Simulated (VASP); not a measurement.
NaCl: single point with PBEsol

Crystal: NaCl.

```
CELL_PARAMETERS angstrom
0.00000 5.73803 -5.73803
-5.73803 0.00000 -5.73803
-5.73803 5.73803 0.00000
ATOMIC_POSITIONS crystal
Na 0.47169 0.50402 0.02873
Na 0.07199 0.46361 0.95994
Na 0.57918 0.01067 0.92250
Na 0.03066 0.99401 0.01662
Na 0.47699 0.51064 0.53603
Na 0.02710 0.53728 0.42394
Na 0.48815 0.00582 0.50112
Na 0.95022 0.00813 0.51794
Cl 0.68773 0.74690 0.29636
Cl 0.24522 0.77396 0.28989
Cl 0.74321 0.20696 0.24713
Cl 0.24463 0.23983 0.24133
Cl 0.80218 0.69127 0.74136
Cl 0.22199 0.77547 0.79163
Cl 0.75753 0.29726 0.73327
Cl 0.23527 0.24620 0.71946
```

This cell differs from its parent crystal: dynamics (nve) at 1200 K, volume x 1.04, from the last frame before.

| Item | Value |
| --- | --- |
| Program | VASP 6.6.1 |
| Task | single point |
| Functional | PBEsol |
| Potentials or basis | VASP PAW PBE potentials, release 64 (Na_pv, Cl) |
| Cutoff | 520 eV |
| k mesh | 2 × 2 × 2, shifted |
| Occupations | fermi-dirac, width 0.1034 eV |
| Spin | no spin polarisation |

| Quantity | Value |
| --- | --- |
| Pressure | -0.5 GPa |
| Largest force | 0.829 eV/Å |
| Band gap on the k mesh | 4.73 eV |

Forces in eV/Å, atoms in the order of the input:
```
Na   0.211  0.221 -0.265
Na  -0.320 -0.325  0.306
Na  -0.316  0.303  0.503
Na  -0.228 -0.183  0.068
Na   0.107 -0.101  0.008
Na  -0.196  0.078  0.480
Na   0.272 -0.064  0.244
Na   0.110  0.128 -0.423
Cl   0.423 -0.002 -0.712
Cl   0.590 -0.301  0.083
Cl  -0.510  0.069 -0.269
Cl  -0.088 -0.063 -0.243
Cl  -0.791 -0.203 -0.141
Cl   0.503  0.064  0.250
Cl   0.357 -0.113  0.643
Cl  -0.124  0.495 -0.531
```

Stress tensor (GPa, compression positive):
```
-0.06  0.15 -0.25
 0.15 -1.15  0.15
-0.25  0.15 -0.16
```

Levels at points of the mesh, in eV from the valence-band top:
```csv
k point,band 52,band 53,band 54,band 55,band 56,band 57,band 58,band 59,band 60,band 61
"(0.25, 0.25, 0.25)",-0.33,-0.30,-0.22,-0.10,-0.01,4.75,6.27,6.74,6.85,6.94
```

It took 20 min on 1 thread of Oxide Virtual Turin-like Processor, on a shared host, peak memory 0.57 GiB.

Caveat: the atoms stand as in a frame of molecular dynamics; the PAW data sets were made with another functional, which shifts forces and pressure a little; a shifted mesh leaves out Γ, where band edges can lie. A k mesh can miss the band edges.
